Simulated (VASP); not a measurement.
Set up this calculation in VASP 6.6.1, as the native input.

* Task: single point
* Functional: PBE
* Potentials or basis: VASP PAW PBE potentials, release 64 (Si, C)
* Cutoff: 520 eV
* k mesh: 8 × 8 × 8
* Occupations: fermi-dirac, width 0.02 eV
* Spin: no spin polarisation
* Dipole correction: no
* Further INCAR settings: ALGO = Normal; EDIFF = 1e-06; NBANDS = 11

The structure of SiC lies in POSCAR:

```
SiC
1.0
    0.0000000000      2.0138687949      2.0138687949
    2.0138687949      0.0000000000      2.0138687949
    2.0138687949      2.0138687949      0.0000000000
Si C
1 1
Direct
    0.0000000000      0.0000000000      0.0000000000
    0.5000000000      0.5000000000      0.5000000000
```

These files were run (other wordings do the same):

INCAR

```
PREC = Accurate ; ENCUT = 520
EDIFF = 1E-6 ; ISMEAR = -1
SIGMA = 0.02 ; LREAL = False
LASPH = True ; NELM = 80
ALGO = Normal ; ISIF = 2
LWAVE = False ; LCHARG = True
GGA = PE ; LELF = True
LVHAR = True ; NBANDS = 11
```

KPOINTS

```
regular mesh
0
Gamma
  8 8 8
```

Potentials or basis: VASP PAW PBE potentials, release 64 (Si, C).

Command:

```sh
$ cat potpaw_PBE.64/Si/POTCAR potpaw_PBE.64/C/POTCAR > POTCAR
$ mpirun -np 1 vasp_std > vasp.out
```

Results of the run:

The pressure is 6.3 GPa. The band gap on the k mesh is zero (bands 4 and 5 overlap by 0.89 eV).

Caveat: the cell stands under pressure.

It took 5.3 s on 1 thread of AMD EPYC 7R13 Processor (Zen 3), with other jobs on the host, peak memory 0.1 GiB.
